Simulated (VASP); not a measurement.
Write the native input for VASP 6.6.1 that does the following.

* Task: single point
* Functional: PBE
* Dispersion: D3(BJ)
* Potentials or basis: VASP PAW PBE potentials, release 64 (C)
* Cutoff: 520 eV
* k mesh: 30 × 30 × 18
* Occupations: gaussian, width 0.15 eV
* Spin: no spin polarisation
* Dipole correction: no
* Further INCAR settings: ALGO = Normal; EDIFF = 1e-06; NBANDS = 11

The structure of C lies in POSCAR:

```
C
1.0
    2.3194073869      0.0000000000      0.0000000000
   -1.1597036935      2.0086657188      0.0000000000
    0.0000000000      0.0000000000      4.0284920574
C
2
Direct
    0.3333333333      0.6666666667      0.0000000000
    0.6666666667      0.3333333333      0.0000000000
```

This cell differs from its parent crystal: ratio of the length along z to the lengths across it x 1.2, volume and fractional coordinates fixed.

The input as run:

INCAR

```
  ALGO = Normal
  EDIFF = 1E-6
  ENCUT = 520
  GGA = PE
  ISIF = 2
  ISMEAR = 0
  IVDW = 12
  LASPH = T
  LCHARG = F
  LREAL = F
  LWAVE = F
  NBANDS = 11
  NELM = 60
  PREC = Accurate
  SIGMA = 0.15
```

KPOINTS

```
k-points
0
Gamma
  30 30 18
```

Potentials or basis: VASP PAW PBE potentials, release 64 (C).

Run with:

```bash
$ cat potpaw_PBE.64/C/POTCAR > POTCAR
$ mpirun -np 1 vasp_std > vasp.out
```

Results of the run:

| Quantity | Value |
| --- | --- |
| Pressure | 55.8 GPa |
| Band gap on the k mesh | zero (bands 4 and 5 overlap by 0.36 eV) |
| Dispersion energy per atom | -0.116 eV |

Caveat: the cell stands under pressure.

Run time: 55 s on 1 thread of AMD EPYC 9R45 96-Core Processor (Zen 5) (shared host), peak memory 0.23 GiB.
